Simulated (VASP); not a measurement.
# SiC (F-43m) in VASP: a series of runs

SiC is run at these levels: PBE; tasks: single point.

Everything below comes from runs of VASP 6.6.1. Logs are shortened: lines on timing, memory, paths and dates and some standing lists are left out, and cuts for length are marked.

### Step 1. The cell of the first run

The structure is cubic, space group F-43m (No. 216). Conventional cell: a = 4.380 Å, b = 4.380 Å, c = 4.380 Å, α = 90.00°, β = 90.00°, γ = 90.00°. Within 2.5 Å of Si (site symmetry -43m) lie 4 C at 1.90 Å. C (site symmetry -43m) has 4 Si at 1.90 Å within 2.5 Å.

### Step 2. Single point, PBE

Input file INCAR:

```
PREC     = Accurate       # precision mode
ENCUT    = 600            # plane-wave cutoff, eV
EDIFF    = 1E-6           # SCF threshold, eV
ISMEAR   = 0              # smearing method
SIGMA    = 0.1            # smearing width, eV
LREAL    = False          # projectors in reciprocal space
LASPH    = True           # aspherical terms in the spheres
NELM     = 120            # most SCF steps
ALGO     = Normal         # electronic algorithm
ISIF     = 2              # what is computed and relaxed
LWAVE    = False          # write WAVECAR
LCHARG   = False          # write CHGCAR
GGA      = PE             # functional
NBANDS   = 16             # bands
GGA_COMPAT= False
```

Input file KPOINTS:

```
regular mesh
0
Gamma
  6 4 6
```

Input file POSCAR:

```
SiC
1.0
    3.0969278908      0.0000000000      0.0000000000
    0.0000000000      4.3797173765      0.0000000000
    0.0000000000      0.0000000000      3.0969278908
Si C
2 2
Direct
    0.0000000000      0.0000000000      0.0000000000
    0.5000000000      0.5000000000      0.5000023000
    0.5000000000      0.2500000000      0.0000000000
    1.0000000000      0.7500000000      0.5000023000
```

Potentials or basis: VASP PAW PBE potentials, release 64 (Si, C).

Run with:

```
$ cat potpaw_PBE.64/Si/POTCAR potpaw_PBE.64/C/POTCAR > POTCAR
$ mpirun -np 1 vasp_std > vasp.out
```

OUTCAR:

```text
PREC = Accurate
   ENCUT = 600
   EDIFF = 1E-6
   ISMEAR = 0
   LREAL = False
   LASPH = True
   NELM = 120
   ISIF = 2
   GGA = PE

 ion  position               nearest neighbor table
   1  0.000  0.000  0.000-   4 1.90   3 1.90   3 1.90   4 1.90   2 3.10   2 3.10   2 3.10   2 3.10
                             2 3.10   2 3.10   2 3.10   2 3.10
   2  0.500  0.500  0.500-   3 1.90   4 1.90   4 1.90   3 1.90   1 3.10   1 3.10   1 3.10   1 3.10
                             1 3.10   1 3.10   1 3.10   1 3.10
   3  0.500  0.250  0.000-   2 1.90   1 1.90   1 1.90   2 1.90
   4  0.000  0.750  0.500-   1 1.90   2 1.90   2 1.90   1 1.90

  LATTYP: Found a simple tetragonal cell.
 ALAT       =     3.0969278908
 C/A-ratio  =     1.4142135468

  Lattice vectors:

 A1 = (  -3.0969278908,   0.0000000000,   0.0000000000)
 A2 = (   0.0000000000,   0.0000000000,   3.0969278908)
 A3 = (   0.0000000000,   4.3797173765,   0.0000000000)

Analysis of symmetry for initial positions (statically):
=====================================================================
 Subroutine PRICEL returns following result:

  LATTYP: Found a face centered cubic cell.
 ALAT       =     4.3797123640

  Lattice vectors:

 A1 = (  -1.5484639454,   2.1898586883,   1.5484568225)
 A2 = (   0.0000000000,   0.0000000000,   3.0969278908)
 A3 = (   1.5484639454,   2.1898586883,   1.5484710683)

   2 primitive cells build up your supercell.

 Routine SETGRP: Setting up the symmetry group for a
 simple tetragonal supercell.

 Subroutine GETGRP returns: Found  8 space group operations
 (whereof  8 operations were pure point group operations)
 out of a pool of 16 trial point group operations.

The static configuration has the point symmetry D_2d.

Analysis of symmetry for dynamics (positions and initial velocities):
=====================================================================
 Subroutine PRICEL returns following result:

  LATTYP: Found a face centered cubic cell.
 ALAT       =     4.3797123640

  Lattice vectors:

 A1 = (  -1.5484639454,   2.1898586883,   1.5484568225)
 A2 = (   0.0000000000,   0.0000000000,   3.0969278908)
 A3 = (   1.5484639454,   2.1898586883,   1.5484710683)

   2 primitive cells build up your supercell.

 Routine SETGRP: Setting up the symmetry group for a
 simple tetragonal supercell.

 Subroutine GETGRP returns: Found  8 space group operations
 (whereof  8 operations were pure point group operations)
 out of a pool of 16 trial point group operations.

The dynamic configuration has the point symmetry D_2d.

 Subroutine INISYM returns: Found  8 space group operations
 (whereof  8 operations are pure point group operations),
 and found     2 'primitive' translations

----------------------------------------------------------------------------------------

                                     Primitive cell

  volume of cell :      21.0029

  direct lattice vectors                    reciprocal lattice vectors
    -1.548463945  2.189858688  1.548456822    -0.322900641  0.228325235  0.000000000
     0.000000000  0.000000000  3.096927891    -0.000001485 -0.228325235  0.322900641
     1.548463945  2.189858688  1.548471068     0.322900641  0.228325235 -0.000000000

  length of vectors
     3.096924312  3.096927891  3.096931435     0.395470905  0.395470905  0.395470905

  position of ions in fractional coordinates (direct lattice)
     0.000000000  0.000000000  0.000000000
     0.750000000  0.750002300  0.750000000

  ion indices of the primitive-cell ions
   primitive index   ion index
                 1           1
                 2           4

----------------------------------------------------------------------------------------

 KPOINTS: regular mesh

Automatic generation of k-mesh.
 Grid dimensions read from file:
 generate k-points for:    6    4    6

 Generating k-lattice:

  Cartesian coordinates                     Fractional coordinates (reciprocal lattice)
     0.053816773  0.000000000  0.000000000     0.166666667  0.000000000  0.000000000
     0.000000000  0.057081309  0.000000000     0.000000000  0.250000000  0.000000000
     0.000000000  0.000000000  0.053816773     0.000000000  0.000000000  0.166666667

  Length of vectors
     0.053816773  0.057081309  0.053816773

  Shift w.r.t. Gamma in fractional coordinates (k-lattice)
     0.000000000  0.000000000  0.000000000

 Subroutine IBZKPT returns following result:
 ===========================================

 Found     30 irreducible k-points:

 Following reciprocal coordinates:
            Coordinates               Weight
  0.000000  0.000000  0.000000      1.000000
  0.166667  0.000000  0.000000      4.000000
  0.333333  0.000000  0.000000      4.000000
  0.500000  0.000000  0.000000      2.000000
  0.000000  0.250000  0.000000      2.000000
  0.166667  0.250000  0.000000      8.000000
[... 16 lines left out ...]
  0.500000  0.000000  0.333333      4.000000
  0.333333  0.250000  0.333333      8.000000
 [... further k-points ...]
   k-points           NKPTS =     30   k-points in BZ     NKDIM =     30   number of bands    NBANDS=     16
   number of dos      NEDOS =    301   number of ions     NIONS =      4
   total plane-waves  NPLWV =  28224
   dimension x,y,z NGX =    28 NGY =   36 NGZ =   28
   dimension x,y,z NGXF=    56 NGYF=   72 NGZF=   56
   ions per type =               2   2
   NGX,Y,Z   is equivalent  to a cutoff of  15.03, 13.66, 15.03 a.u.
   NGXF,Y,Z  is equivalent  to a cutoff of  30.06, 27.33, 30.06 a.u.
 SYSTEM =  unknown system
   PREC   = accura    normal or accurate (medium, high low for compatibility)
   ISTART =      0    job   : 0-new  1-cont  2-samecut
   ICHARG =      2    charge: 1-file 2-atom 10-const
   ISPIN  =      1    spin polarized calculation?
   LNONCOLLINEAR =      F non collinear calculations
   LSORBIT =      F    spin-orbit coupling
   LASPH  =      T    aspherical Exc in radial PAW
   ENCUT  =  600.0 eV  44.10 Ry    6.64 a.u.   6.19  8.75  6.19*2*pi/ulx,y,z
   NELM   =    120;   NELMIN=  2; NELMDL= -5     # of ELM steps
   EDIFF  = 0.1E-05   stopping-criterion for ELM
   LREAL  =      F    real-space projection
   EDIFFG = 0.1E-04   stopping-criterion for IOM
   NSW    =      0    number of steps for IOM
   IBRION =     -1    ionic relax: 0-MD 1-quasi-New 2-CG
   NFREE  =      0    steps in history (QN), initial steepest desc. (CG)
   ISIF   =      2    stress and relaxation
   ISYM   =      2    0-nonsym 1-usesym 2-fastsym
   POTIM  = 0.5000    time-step for ionic-motion
   TEBEG  =    0.0;   TEEND  =   0.0 temperature during run
   PSTRESS=    0.0 pullay stress
   NELECT =      16.0000    total number of electrons
   NUPDOWN=      -1.0000    fix difference up-down
   EMIN   =  10.00;   EMAX   =-10.00  energy-range for DOS
   EFERMI =   0.00;   METHOD = LEGACY
   ISMEAR =     0;   SIGMA  =   0.10  broadening in eV -4-tet -1-fermi 0-gaus
   EFERMI_NEDOS =   21; number of points for ismear=-14 and -15
   IALGO  =     38    algorithm
   IMIX   =      4    mixing-type and parameters
     AMIX     =   0.40;   BMIX     =  1.00
     AMIX_MAG =   1.60;   BMIX_MAG =  1.00
  volume/ion in A,a.u.               =      10.50        70.87
  Fermi-wavevector in a.u.,A,eV,Ry     =   1.186712  2.242561 19.160892  1.408286
  Thomas-Fermi vector in A             =   2.322879
   LORBIT       =      0    0 simple, 1 ext, 2 COOP (PROOUT), +10 PAW based schemes
   GGA     = PE    functional components
   LHFCALC =     F    Hartree Fock is set to
   AEXX    =    0.0000 exact exchange contribution
   IVDW    =     0    specifies the selected vdW correction
   LEPSILON=     F    determine dielectric tensor
   LRPA    =     F    only Hartree local field effects (RPA)
 non-spin polarized calculation
 Gauss-broadening in eV      SIGMA  =   0.10
  energy-cutoff  :      600.00
  volume of cell :       42.01
 maximum number of plane-waves:      1426
 NGX is ok and might be reduce to    28
   NGX = 13   NGY = 17   NGZ = 13

 number of electron      15.9999999 magnetization

 Free energy of the ion-electron system (eV)
  ---------------------------------------------------
  ext. energy  EPLUGINS =         0.00000000
  ---------------------------------------------------
  free energy    TOTEN  =       -30.11743960 eV

  energy without entropy =      -30.11743960  energy(sigma->0) =      -30.11743960

 E-fermi :   8.4072     XC(G=0): -11.2905

 val. band max:        7.9422697535   @ k =   0.0000   0.0000   0.0000
 cond. band min:       9.3113444444   @ k =   0.0000   0.0000   0.0000
 fundamental gap:      1.3690746909
 Fermi energy:         8.4072201579

 k-point     1 :       0.0000    0.0000    0.0000
  band No.  band energies     occupation
      1      -7.3454      2.00000
      2      -2.3975      2.00000
      3       0.1932      2.00000
      4       4.7857      2.00000
      5       4.7857      2.00000
      6       7.9420      2.00000
[... 8 lines left out ...]
     15      21.8019      0.00000
     16      21.8019      0.00000

 k-point     2 :       0.1667    0.0000    0.0000
  band No.  band energies     occupation
      1      -6.9887      2.00000
      2      -2.3315      2.00000
      3       0.4569      2.00000
      4       3.2518      2.00000
      5       5.0518      2.00000
      6       6.4745      2.00000
[... 8 lines left out ...]
     15      20.3901      0.00000
     16      20.6897      0.00000

 k-point     3 :       0.3333    0.0000    0.0000
  band No.  band energies     occupation
      1      -5.9482      2.00000
      2      -2.7807      2.00000
      3       0.9398      2.00000
      4       2.3792      2.00000
      5       4.0523      2.00000
      6       5.5296      2.00000
[... 8 lines left out ...]
     15      18.6075      0.00000
     16      19.3311      0.00000
[... 362 lines left out ...]
 k-point    23 :       0.5000    0.0000    0.3333
  band No.  band energies     occupation
      1      -3.1605      2.00000
      2      -3.1605      2.00000
      3       1.2097      2.00000
      4       1.2097      2.00000
      5       4.4390      2.00000
      6       4.4390      2.00000
[... 8 lines left out ...]
     15      21.2531      0.00000
     16      21.2531      0.00000

 k-point    24 :       0.3333    0.2500    0.3333
  band No.  band energies     occupation
      1      -4.2804      2.00000
      2      -2.5301      2.00000
      3       0.8294      2.00000
      4       2.3510      2.00000
      5       2.3548      2.00000
      6       4.3967      2.00000
[... 8 lines left out ...]
     15      19.7088      0.00000
     16      19.8754      0.00000

 [... further k-points ...]

------------------------ aborting loop because EDIFF is reached ----------------------------------------

  FORCE on cell =-STRESS in cart. coord.  units (eV):
  Direction    XX          YY          ZZ          XY          YZ          ZX
  --------------------------------------------------------------------------------------
  -------------------------------------------------------------------------------------
  Total       -0.0292338     -0.0777027     -0.0292338      0.0000000     -0.0000000      0.0000000
  in kB       -1.1150326     -2.9637300     -1.1150326      0.0000000     -0.0000000      0.0000000
  external PRESSURE =      -1.7312651 kB  Pullay stress =       0.0000000 kB

 VOLUME and BASIS-vectors are now :
 -----------------------------------------------------------------------------
  energy-cutoff  :      600.00
  volume of cell :       42.01
      direct lattice vectors                 reciprocal lattice vectors
     3.096927891  0.000000000  0.000000000     0.322900641  0.000000000  0.000000000
     0.000000000  4.379717377  0.000000000     0.000000000  0.228325235  0.000000000
     0.000000000  0.000000000  3.096927891     0.000000000  0.000000000  0.322900641

 POSITION                                       TOTAL-FORCE (eV/Angst)
 -----------------------------------------------------------------------------------
      0.00000      0.00000      0.00000         0.000000      0.000000     -0.000000
      1.54846      2.18986      1.54847         0.000000      0.000000     -0.000000
      1.54846      1.09493      0.00000        -0.000000     -0.000000      0.000000
      0.00000      3.28479      1.54847         0.000000     -0.000000      0.000000
 -----------------------------------------------------------------------------------
    total drift:                               -0.000000     -0.000000     -0.002257

  FREE ENERGIE OF THE ION-ELECTRON SYSTEM (eV)
  ---------------------------------------------------
  free  energy   TOTEN  =       -30.1174396026 eV

  energy  without entropy=      -30.1174396026  energy(sigma->0) =      -30.11743960
```

Wall time 34 s (1 thread of Intel Xeon 8259CL, shared host); peak memory 0.17 GiB.

What came out:

| Item | Value |
| --- | --- |
| Free energy | -30.1174 eV |
| Pressure | -0.2 GPa |
| Band gap on the k mesh | 1.37 eV |

A k mesh can miss the band edges.

### Step 3. Single point, PBE

Input file INCAR:

```
  PREC = Accurate
  ENCUT = 600
  EDIFF = 1E-6
  ISMEAR = 0
  SIGMA = 0.02
  LREAL = F
  LASPH = T
  NELM = 120
  ALGO = Normal
  ISIF = 2
  LWAVE = F
  LCHARG = F
  GGA = PE
  NBANDS = 16
  GGA_COMPAT = F
```

Input file KPOINTS:

```
Automatic mesh
0
Gamma
  10 6 10
```

Input file POSCAR:

```
SiC
1.0
    3.0969278908      0.0000000000      0.0000000000
    0.0000000000      4.3797173765      0.0000000000
    0.0000000000      0.0000000000      3.0969278908
Si C
2 2
Direct
    0.0000000000      0.0000000000      0.0000000000
    0.5000000000      0.5000000000      0.5000000000
    0.5000000000      0.2500000000      0.0000000000
    1.0000000000      0.7500000000      0.5000000000
```

Potentials or basis: VASP PAW PBE potentials, release 64 (Si, C).

Run with:

```
$ cat potpaw_PBE.64/Si/POTCAR potpaw_PBE.64/C/POTCAR > POTCAR
$ mpirun -np 1 vasp_std > vasp.out
```

It took 91 s on 1 thread of Intel Xeon 8259CL, shared host; peak memory 0.2 GiB.

The run converged. Its results:

- Free energy: -30.1246 eV
- Pressure: -0.2 GPa
- Band gap on the k mesh: 1.37 eV

Levels at points of the mesh, in eV from the valence-band top:
| k point | band 6 | band 7 | band 8 | band 9 | band 10 | band 11 |
| --- | --- | --- | --- | --- | --- | --- |
| (0.00, 0.00, 0.00) | 0.00 | 0.00 | 0.00 | 1.37 | 4.27 | 6.06 |
| (0.50, 0.00, 0.00) | -4.29 | -1.18 | -1.18 | 5.48 | 5.48 | 8.64 |
| (0.00, 0.50, 0.00) | -1.91 | -1.91 | -1.91 | 4.01 | 4.01 | 6.27 |
| (0.50, 0.50, 0.00) | -1.05 | -1.05 | -1.05 | 5.30 | 5.30 | 7.17 |
| (0.50, 0.00, 0.50) | -3.16 | -3.16 | -3.16 | 1.37 | 1.37 | 4.27 |
| (0.50, 0.50, 0.50) | -4.92 | -4.63 | -4.63 | 5.19 | 5.19 | 9.30 |

A k mesh can miss the band edges.
